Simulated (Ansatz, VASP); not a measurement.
Two plane-wave programs on Rh

```xyz
4
Lattice="2.6877 0.0000 0.0000 -1.3439 2.3276 0.0000 0.0000 0.0000 8.7649" Properties=species:S:1:pos:R:3 pbc="T T T"
Rh    0.0000    0.0000    0.0000
Rh    2.6877    0.0000    4.3824
Rh    0.0000    1.5517    2.1912
Rh    1.3439    0.7759    6.5736
```

Alike in both runs: task single point; functional revPBE; k mesh 15 × 15 × 4; occupations fermi-dirac, width 0.1 eV; no spin polarisation.

```csv
,VASP,Ansatz
version,VASP 6.6.1,Ansatz 0.2.0
potentials or method,"VASP PAW PBE potentials, release 64 (Rh_pv), cutoff 520 eV","plane waves (420 eV) with PAW, scalar-relativistic"
valence electrons in the cell,60,68
```

```csv
,VASP,Ansatz,Ansatz less VASP
pressure (GPa),11.0,10.9,-0.14
"traceless stress, the component that is largest in VASP (GPa)",0.08,0.08,+0.007
```

VASP's potentials were made for PBE, not for revPBE. VASP's potentials hold 60 valence electrons a cell and Ansatz's 68, so a difference there can come from the potentials and not from the codes.
